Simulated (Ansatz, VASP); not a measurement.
# One calculation of SnTe, two programs

File POSCAR:

```
SnTe
1.0
    0.0000000000      3.6111460000      3.6111460000
    3.6111460000      0.0000000000      3.6111460000
    3.6111460000      3.6111460000      0.0000000000
Te Sn
1 1
Direct
    0.2500000000      0.2500000000      0.2500000000
    0.0000000000      0.0000000000      0.0000000000
```

File INCAR.step1:

```
SYSTEM = SnTe
PREC     = Accurate       ! precision mode
ENCUT    = 520            ! plane-wave cutoff, eV
EDIFF    = 1E-5           ! SCF threshold, eV
ISMEAR   = -1             ! smearing method
SIGMA    = 0.05           ! smearing width, eV
LREAL    = .False.        ! projectors in reciprocal space
LASPH    = .True.         ! aspherical terms in the spheres
NELM     = 60             ! most SCF steps
ALGO     = Normal         ! electronic algorithm
ISIF     = 2              ! what is computed and relaxed
LWAVE    = .True.         ! write WAVECAR
LCHARG   = .False.        ! write CHGCAR
NBANDS   = 17             ! bands
GGA      = PE             ! functional
```

Contents of INCAR.step2:

```
SYSTEM = SnTe
PREC     = Accurate       ! precision mode
ENCUT    = 520            ! plane-wave cutoff, eV
EDIFF    = 1E-7           ! SCF threshold, eV
ISMEAR   = -1             ! smearing method
SIGMA    = 0.05           ! smearing width, eV
LREAL    = .False.        ! projectors in reciprocal space
LASPH    = .True.         ! aspherical terms in the spheres
NELM     = 60             ! most SCF steps
ALGO     = Normal         ! electronic algorithm
ISIF     = 2              ! what is computed and relaxed
LWAVE    = .False.        ! write WAVECAR
LCHARG   = .False.        ! write CHGCAR
GGA      = PE             ! functional
LHFCALC  = .True.         ! exact exchange
AEXX     = 0.25           ! exact-exchange fraction
PRECFOCK = Normal       
NBANDS   = 17             ! bands
ISTART   = 1
```

File KPOINTS:

```
regular mesh
0
Gamma
  4 4 4
  0 0 0
```

File input.yaml:

```yaml
crystal:
  lattice:
    - [0.0, 3.611146, 3.611146]
    - [3.611146, 0.0, 3.611146]
    - [3.611146, 3.611146, 0.0]
  atoms:
    - { symbol: Te, position: [0.25, 0.25, 0.25] }
    - { symbol: Sn, position: [0.0, 0.0, 0.0] }
hamiltonian:
  xc: pbe0
  pseudopotentials: { kind: paw }
kpoints:
  mp_grid: { grid: [4, 4, 4] }
scf:
  occupations: { method: fermi_dirac, width: 0.05 }
output:
  forces: true
  stress: true
  eigenvalues: true
  write_density: true
  write_potential: true
  elf: true
  volumetric_format: npy
```

Alike in both runs: task single point; functional PBE0; k mesh 4 × 4 × 4; occupations fermi-dirac, width 0.05 eV; no spin polarisation.

```csv
,VASP,Ansatz
version,VASP 6.6.1,Ansatz 0.2.0
potentials or method,"VASP PAW PBE potentials, release 64 (Te, Sn_d)",Ansatz PAW
plane-wave cutoff (eV),520,420
valence electrons in the cell,20,30
```

|  | VASP | Ansatz | Ansatz less VASP |
| --- | --- | --- | --- |
| gap on the k mesh at the Fermi level (eV) | 0.99 | 0.96 | -0.030 |
| least direct gap on the mesh (eV) | 1.80 | 1.78 | -0.016 |
| pressure (GPa) | -0.8 | -0.6 | +0.21 |

VASP's potentials hold 20 valence electrons a cell and Ansatz's 30, so a difference there can come from the potentials and not from the codes.

Neither program's run includes spin-orbit coupling.
